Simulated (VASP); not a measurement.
# Fe (Fm-3m) in VASP: notebook

The runs below take Fe through relaxation of cell and atoms, single point, with LDA.

Everything below comes from runs of VASP 6.6.1. Logs are shortened: lines on timing, memory, paths and dates and some standing lists are left out, and cuts for length are marked.

## 1. The cell of the first run

It takes space group Fm-3m (No. 225, cubic). The conventional cell has a = 3.612 Å, b = 3.612 Å, c = 3.612 Å, α = 90.00°, β = 90.00°, γ = 90.00°. Within 3.4 Å of Fe (site symmetry m-3m) lie 12 Fe at 2.55 Å.

## 2. Relaxation of cell and atoms, LDA, collinear spin, ferromagnetic start

The input, INCAR:

```
  PREC = Accurate
  ENCUT = 600
  EDIFF = 1E-7
  ISMEAR = -1
  SIGMA = 0.05
  LREAL = False
  LASPH = True
  NELM = 150
  ALGO = Normal
  ISIF = 3
  LWAVE = False
  LCHARG = False
  ISPIN = 2
  MAGMOM = 2.5
  LORBIT = 11
  LMAXMIX = 4
  GGA = CA
  IBRION = 2
  NSW = 80
  EDIFFG = -0.01
```

The input, KPOINTS:

```
Automatic mesh
0
Gamma
  15 15 15
```

The input, POSCAR:

```
Fe
1.0
    0.0000000000      1.8057818448      1.8057818448
    1.8057818448      0.0000000000      1.8057818448
    1.8057818448      1.8057818448      0.0000000000
Fe
1
Direct
    0.0000000000      0.0000000000      0.0000000000
```

Potentials or basis: VASP PAW LDA potentials, release 64 (Fe).

Run with:

```
> cat potpaw_LDA.64/Fe/POTCAR > POTCAR
> mpirun -np 1 vasp_std > vasp.out
```

OUTCAR:

```text
PREC = Accurate
   ENCUT = 600
   EDIFF = 1E-7
   ISMEAR = -1
   LREAL = False
   LASPH = True
   NELM = 150
   ISIF = 3
   ISPIN = 2
   LORBIT = 11
   GGA = CA
   IBRION = 2
   NSW = 80
   EDIFFG = -0.01

 ion  position               nearest neighbor table
   1  0.000  0.000  0.000-

  LATTYP: Found a face centered cubic cell.
 ALAT       =     3.6115636896

  Lattice vectors:

 A1 = (   0.0000000000,   1.8057818448,   1.8057818448)
 A2 = (   1.8057818448,   0.0000000000,   1.8057818448)
 A3 = (   1.8057818448,   1.8057818448,   0.0000000000)

Analysis of symmetry for initial positions (statically):
=====================================================================
 Subroutine PRICEL returns:
 Original cell was already a primitive cell.

 Routine SETGRP: Setting up the symmetry group for a
 face centered cubic supercell.

 Subroutine GETGRP returns: Found 48 space group operations
 (whereof 48 operations were pure point group operations)
 out of a pool of 48 trial point group operations.

The static configuration has the point symmetry O_h .

Analysis of symmetry for dynamics (positions and initial velocities):
=====================================================================
 Subroutine PRICEL returns:
 Original cell was already a primitive cell.

 Routine SETGRP: Setting up the symmetry group for a
 face centered cubic supercell.

 Subroutine GETGRP returns: Found 48 space group operations
 (whereof 48 operations were pure point group operations)
 out of a pool of 48 trial point group operations.

The dynamic configuration has the point symmetry O_h .

Analysis of structural, dynamic, and magnetic symmetry:
=====================================================================
 Subroutine PRICEL returns:
 Original cell was already a primitive cell.

 Routine SETGRP: Setting up the symmetry group for a
 face centered cubic supercell.

 Subroutine GETGRP returns: Found 48 space group operations
 (whereof 48 operations were pure point group operations)
 out of a pool of 48 trial point group operations.

The overall configuration has the point symmetry O_h .

 Subroutine INISYM returns: Found 48 space group operations
 (whereof 48 operations are pure point group operations),
 and found     1 'primitive' translations

----------------------------------------------------------------------------------------

                                     Primitive cell

  volume of cell :      11.7768

  direct lattice vectors                    reciprocal lattice vectors
     0.000000000  1.805781845  1.805781845    -0.276888375  0.276888375  0.276888375
     1.805781845  0.000000000  1.805781845     0.276888375 -0.276888375  0.276888375
     1.805781845  1.805781845  0.000000000     0.276888375  0.276888375 -0.276888375

  length of vectors
     2.553761176  2.553761176  2.553761176     0.479584733  0.479584733  0.479584733

  position of ions in fractional coordinates (direct lattice)
     0.000000000  0.000000000  0.000000000

  ion indices of the primitive-cell ions
   primitive index   ion index
                 1           1

----------------------------------------------------------------------------------------

 KPOINTS: Automatic mesh

Automatic generation of k-mesh.
 Grid dimensions read from file:
 generate k-points for:   15   15   15

 Generating k-lattice:

  Cartesian coordinates                     Fractional coordinates (reciprocal lattice)
    -0.018459225  0.018459225  0.018459225     0.066666667  0.000000000  0.000000000
     0.018459225 -0.018459225  0.018459225     0.000000000  0.066666667  0.000000000
     0.018459225  0.018459225 -0.018459225     0.000000000  0.000000000  0.066666667

  Length of vectors
     0.031972316  0.031972316  0.031972316

  Shift w.r.t. Gamma in fractional coordinates (k-lattice)
     0.000000000  0.000000000  0.000000000

 Subroutine IBZKPT returns following result:
 ===========================================

 Found    120 irreducible k-points:

 Following reciprocal coordinates:
            Coordinates               Weight
  0.000000  0.000000  0.000000      1.000000
  0.066667  0.000000  0.000000      8.000000
  0.133333  0.000000  0.000000      8.000000
  0.200000  0.000000  0.000000      8.000000
  0.266667  0.000000  0.000000      8.000000
  0.333333  0.000000  0.000000      8.000000
[... 16 lines left out ...]
  0.133333  0.133333  0.000000      6.000000
  0.200000  0.133333  0.000000     24.000000
 [... further k-points ...]
   k-points           NKPTS =    120   k-points in BZ     NKDIM =    120   number of bands    NBANDS=      9
   number of dos      NEDOS =    301   number of ions     NIONS =      1
   total plane-waves  NPLWV =   8000
   dimension x,y,z NGX =    20 NGY =   20 NGZ =   20
   dimension x,y,z NGXF=    40 NGYF=   40 NGZF=   40
   ions per type =               1
   NGX,Y,Z   is equivalent  to a cutoff of  13.02, 13.02, 13.02 a.u.
[... 54 lines left out ...]
  ---------------------------------------------------
  ext. energy  EPLUGINS =         0.00000000
  ---------------------------------------------------
  free energy    TOTEN  =        -8.98570440 eV

  energy without entropy =       -8.96914528  energy(sigma->0) =       -8.97742484

------------------------ aborting loop because EDIFF is reached ----------------------------------------

  FORCE on cell =-STRESS in cart. coord.  units (eV):
  Direction    XX          YY          ZZ          XY          YZ          ZX
  --------------------------------------------------------------------------------------
  -------------------------------------------------------------------------------------
  Total       -2.6851154     -2.6851154     -2.6851154     -0.0000000      0.0000000      0.0000000
  in kB     -365.2983398   -365.2983398   -365.2983398     -0.0000000      0.0000000      0.0000000
  external PRESSURE =    -365.2983398 kB  Pullay stress =       0.0000000 kB

 VOLUME and BASIS-vectors are now :
 -----------------------------------------------------------------------------
  energy-cutoff  :      600.00
  volume of cell :       11.78
      direct lattice vectors                 reciprocal lattice vectors
     0.000000000  1.805781845  1.805781845    -0.276888375  0.276888375  0.276888375
     1.805781845  0.000000000  1.805781845     0.276888375 -0.276888375  0.276888375
     1.805781845  1.805781845  0.000000000     0.276888375  0.276888375 -0.276888375
[... 7 lines left out ...]
  FREE ENERGIE OF THE ION-ELECTRON SYSTEM (eV)
  ---------------------------------------------------
  free  energy   TOTEN  =        -8.9857043991 eV

  energy  without entropy=       -8.9691452771  energy(sigma->0) =       -8.97742484

--------------------------------------- Ionic step        2  -------------------------------------------

 number of electron       8.0000002 magnetization       0.0058804

 number of electron       8.0000002 magnetization      -0.0000370

 E-fermi :  10.2801     XC(G=0): -15.7126

 val. band max:       10.2784783619   @ k =   0.0667   0.0667   0.0000
 cond. band min:      10.3199426337   @ k =   0.1333   0.0667   0.0000
 fundamental gap:      0.0414642718
 Fermi energy:        10.2801194140

 spin component 1

 k-point     1 :       0.0000    0.0000    0.0000
  band No.  band energies     occupation
      1      -0.0214      1.00000
      2       7.8456      1.00000
      3       7.8456      1.00000
      4       7.8456      1.00000
      5      10.2140      0.78947
      6      10.2140      0.78947
      7      35.9405      0.00000
      8      43.4820      0.00000
      9      43.4820      0.00000

 k-point     2 :       0.0667    0.0000    0.0000
  band No.  band energies     occupation
      1       0.2180      1.00000
      2       7.7379      1.00000
      3       7.9274      1.00000
      4       7.9274      1.00000
      5      10.1701      0.90026
      6      10.1701      0.90026
      7      35.9404      0.00000
      8      41.3043      0.00000
      9      43.4563      0.00000
[... 732 lines left out ...]
  FREE ENERGIE OF THE ION-ELECTRON SYSTEM (eV)
  ---------------------------------------------------
  free  energy   TOTEN  =        -9.3347231109 eV

  energy  without entropy=       -9.3233727103  energy(sigma->0) =       -9.32904791

--------------------------------------- Ionic step        7  -------------------------------------------

 number of electron       7.9999996 magnetization       0.0000022

 number of electron       7.9999996 magnetization      -0.0000030

 Free energy of the ion-electron system (eV)
  ---------------------------------------------------
  ext. energy  EPLUGINS =         0.00000000
  ---------------------------------------------------
  free energy    TOTEN  =        -9.33493121 eV

  energy without entropy =       -9.32365422  energy(sigma->0) =       -9.32929271

 E-fermi :   7.3964     XC(G=0): -14.4312

 val. band max:        7.3900141423   @ k =   0.0667   0.0667   0.0000
 cond. band min:       7.4016152523   @ k =  -0.2667   0.0667   0.0000
 fundamental gap:      0.0116011100
 Fermi energy:         7.3964491566

 spin component 1

 k-point     1 :       0.0000    0.0000    0.0000
  band No.  band energies     occupation
      1      -1.7282      1.00000
      2       5.6118      1.00000
      3       5.6118      1.00000
      4       5.6118      1.00000
      5       7.3425      0.74642
      6       7.3425      0.74642
      7      31.3660      0.00000
      8      37.2473      0.00000
      9      37.2473      0.00000

 k-point     2 :       0.0667    0.0000    0.0000
  band No.  band energies     occupation
      1      -1.5284      1.00000
      2       5.5339      1.00000
      3       5.6725      1.00000
      4       5.6725      1.00000
      5       7.3127      0.84230
      6       7.3127      0.84230
      7      31.1996      0.00000
      8      35.2225      0.00000
      9      37.0763      0.00000
[... 578 lines left out ...]
 POSITION                                       TOTAL-FORCE (eV/Angst)
 -----------------------------------------------------------------------------------
      0.00000      0.00000      0.00000         0.000000      0.000000      0.000000
 -----------------------------------------------------------------------------------
    total drift:                                0.000000     -0.000000      0.000000

  FREE ENERGIE OF THE ION-ELECTRON SYSTEM (eV)
  ---------------------------------------------------
  free  energy   TOTEN  =        -9.3349312110 eV

  energy  without entropy=       -9.3236542167  energy(sigma->0) =       -9.32929271

 reached required accuracy - stopping structural energy minimisation

 total charge

# of ion       s       p       d       tot
------------------------------------------
    1        0.571   0.694   6.415   7.680

 magnetization (x)

# of ion       s       p       d       tot
------------------------------------------
    1       -0.000  -0.000   0.000   0.000
```

It took 53 s on 1 thread of Intel Xeon 6975P-C (Granite Rapids), shared host; peak memory 0.15 GiB.

What came out:

```
Free energy                                           : -9.3349 eV
Relaxed volume                                        : 9.59 Å³/atom
Relaxed cell                                          : a = 2.385 Å, b = 2.385 Å, c = 2.385 Å, α = 60.00°, β = 60.00°, γ = 60.00°
Space group after relaxing (to 0.05 Å)                : Fm-3m (No. 225)
Energy gained by relaxing                             : 349.2 meV/atom
Ionic steps                                           : 7
Pressure after relaxing                               : 0.0 GPa
Band gap on the k mesh                                : zero (filled and empty bands overlap)
Net moment                                            : 0.00 μB per cell
Valence electrons inside the program's atomic spheres : Fe 7.68
```

The path:
| step | energy change (eV) | largest force (eV/Å) | pressure (GPa) | volume (Å³) |
| --- | --- | --- | --- | --- |
| 1 | 0.0000 | 0.0000 | -36.53 | 11.78 |
| 2 | 0.2002 | 0.0000 | 117.36 | 7.77 |
| 3 | -0.3489 | 0.0000 | -1.95 | 9.64 |
| 4 | -0.3492 | 0.0000 | -0.53 | 9.60 |
| 5 | -0.3492 | 0.0000 | 0.92 | 9.56 |
| 6 | -0.3490 | 0.0000 | -1.47 | 9.63 |
| 7 | -0.3492 | 0.0000 | 0.01 | 9.59 |

Final structure:
```
CELL_PARAMETERS angstrom
0.00000 1.68618 1.68618
1.68618 0.00000 1.68618
1.68618 1.68618 0.00000
ATOMIC_POSITIONS crystal
Fe 0.00000 0.00000 0.00000
```

Caveat: the starting moments collapsed, and a magnetic state may lie lower; the volume moved by over 15 % at a fixed basis, so the end points are rough.

## 3. Single point, LDA, collinear spin, ferromagnetic start

This run uses another cell than the first one, of 9.60 Å³/atom, 0.815 times its volume.

The input, INCAR:

```
PREC     = Accurate       # precision mode
ENCUT    = 520            # plane-wave cutoff, eV
EDIFF    = 1E-6           # SCF threshold, eV
ISMEAR   = -1             # smearing method
SIGMA    = 0.05           # smearing width, eV
LREAL    = F              # projectors in reciprocal space
LASPH    = T              # aspherical terms in the spheres
NELM     = 150            # most SCF steps
ALGO     = Normal         # electronic algorithm
ISIF     = 2              # what is computed and relaxed
LWAVE    = F              # write WAVECAR
LCHARG   = F              # write CHGCAR
ISPIN    = 2              # spin polarisation
MAGMOM   = 2.5            # initial moments
LORBIT   = 11             # projections on sites
LMAXMIX  = 4              # l up to which the mixer works
GGA      = CA             # functional
NBANDS   = 14             # bands
```

The input, KPOINTS:

```
Automatic mesh
0
Gamma
  26 26 26
```

The input, POSCAR:

```
Fe
1.0
    0.0000000000      1.6867395890      1.6867395890
    1.6867395890      0.0000000000      1.6867395890
    1.6867395890      1.6867395890      0.0000000000
Fe
1
Direct
    0.0000000000      0.0000000000      0.0000000000
```

Potentials or basis: VASP PAW LDA potentials, release 64 (Fe).

Run with:

```
> cat potpaw_LDA.64/Fe/POTCAR > POTCAR
> mpirun -np 1 vasp_std > vasp.out
```

Run time: 100 s. Hardware: 1 thread of Intel Xeon 6975P-C (Granite Rapids), shared host; peak memory 0.2 GiB.

It converged, with:

```
Free energy                                           : -9.3313 eV
Pressure                                              : -0.3 GPa
Band gap on the k mesh                                : zero (filled and empty bands overlap)
Net moment                                            : 0.00 μB per cell
Valence electrons inside the program's atomic spheres : Fe 7.68
```

Levels at points of the mesh, in eV from the Fermi level:
Spin up:
```
           k point  band 1  band 2  band 3  band 4  band 5  band 6  band 7  band 8
(0.00, 0.00, 0.00)   -9.15   -1.81   -1.81   -1.81   -0.08   -0.08   23.93   29.80
(0.50, 0.00, 0.00)   -5.24   -1.91   -1.91    0.27    1.10    1.10    9.01   22.48
(0.50, 0.50, 0.00)   -5.40   -4.63    1.07    1.40    1.40    3.49   12.54   16.93
```
Spin down:
```csv
k point,band 1,band 2,band 3,band 4,band 5,band 6,band 7,band 8,band 9
"(0.00, 0.00, 0.00)",-9.15,-1.81,-1.81,-1.81,-0.08,-0.08,23.93,29.80,29.80
"(0.50, 0.00, 0.00)",-5.24,-1.91,-1.91,0.27,1.10,1.10,9.01,22.48,28.14
"(0.50, 0.50, 0.00)",-5.40,-4.63,1.07,1.40,1.40,3.49,12.54,16.93,16.93
```

Caveat: the starting moments collapsed, and a magnetic state may lie lower.

## 4. Single point, LDA

This run uses another cell than the first one, of 9.61 Å³/atom, 0.816 times its volume.

The input, INCAR:

```
SYSTEM = Fe
PREC = Accurate
ENCUT = 520
EDIFF = 1E-7
ISMEAR = -1
SIGMA = 0.1
LREAL = .False.
LASPH = .True.
NELM = 80
ALGO = Normal
ISIF = 2
LWAVE = .False.
LCHARG = .True.
GGA = CA
LELF = .True.
LVHAR = .True.
NBANDS = 10
```

The input, KPOINTS:

```
Automatic mesh
0
Gamma
  15 15 15
  0 0 0
```

The input, POSCAR:

```
Fe
1.0
    0.0000000000      1.6874902469      1.6874902469
    1.6874902469      0.0000000000      1.6874902469
    1.6874902469      1.6874902469      0.0000000000
Fe
1
Direct
    0.0000000000      0.0000000000      0.0000000000
```

Run with:

```
> cat potpaw_LDA.64/Fe/POTCAR > POTCAR
> mpirun -np 1 vasp_std > vasp.out
```

It took 20 s on 1 thread of AMD EPYC 7R13, shared host; peak memory 0.09 GiB.

It converged, with:

| Item | Value |
| --- | --- |
| Free energy | -9.3520 eV |
| Pressure | -0.3 GPa |
| Band gap on the k mesh | zero (band 4 reaches 8.75 eV, above the bottom of band 5 at 6.48 eV) |

Levels at points of the mesh, in eV from the Fermi level:
```csv
k point,band 1,band 2,band 3,band 4,band 5,band 6,band 7,band 8,band 9
"(0.00, 0.00, 0.00)",-9.14,-1.80,-1.80,-1.80,-0.07,-0.07,23.92,29.79,29.79
```

Caveat: the run has no spin polarisation, though such a crystal can be magnetic.

## 5. Single point, LDA (volume scaled by 0.88)

The input, INCAR:

```
SYSTEM = Fe
ALGO = Normal
EDIFF = 1E-7
ENCUT = 520
ISIF = 2
ISMEAR = -1
LASPH = .TRUE.
LCHARG = .FALSE.
LREAL = .FALSE.
LWAVE = .FALSE.
NBANDS = 10
NELM = 60
PREC = Accurate
SIGMA = 0.1
```

The input, KPOINTS:

```
k-points
0
G
  18 18 18
  0 0 0
```

The input, POSCAR:

```
Fe
1.0
    0.0000000000      1.6170948555      1.6170948555
    1.6170948555      0.0000000000      1.6170948555
    1.6170948555      1.6170948555      0.0000000000
Fe
1
Direct
    0.0000000000      0.0000000000      0.0000000000
```

Run with:

```
> cat potpaw_LDA.64/Fe/POTCAR > POTCAR
> mpirun -np 1 vasp_std > vasp.out
```

It took 35 s on 1 thread of AMD EPYC 7R13, shared host; peak memory 0.1 GiB.

It converged, with:

| Quantity | Value |
| --- | --- |
| Free energy | -9.1652 eV |
| Pressure | 58.3 GPa |
| Band gap on the k mesh | zero (band 4 reaches 10.78 eV, above the bottom of band 5 at 8.14 eV) |

Levels at points of the mesh, in eV from the Fermi level:
| k point | band 1 | band 2 | band 3 | band 4 | band 5 | band 6 | band 7 | band 8 | band 9 |
| --- | --- | --- | --- | --- | --- | --- | --- | --- | --- |
| (0.00, 0.00, 0.00) | -9.86 | -2.17 | -2.17 | -2.17 | -0.08 | -0.08 | 24.96 | 31.81 | 31.81 |
| (0.50, 0.00, 0.00) | -6.07 | -2.31 | -2.31 | 0.36 | 1.34 | 1.34 | 10.50 | 23.44 | 30.69 |
| (0.50, 0.50, 0.00) | -6.43 | -5.54 | 1.31 | 1.71 | 1.71 | 3.97 | 14.14 | 18.48 | 18.48 |

Caveat: the cell differs from its parent crystal (volume scaled by 0.88); the run has no spin polarisation, though such a crystal can be magnetic. Spin polarisation is off, so any magnetic state and its effect on volume and gap are missing.
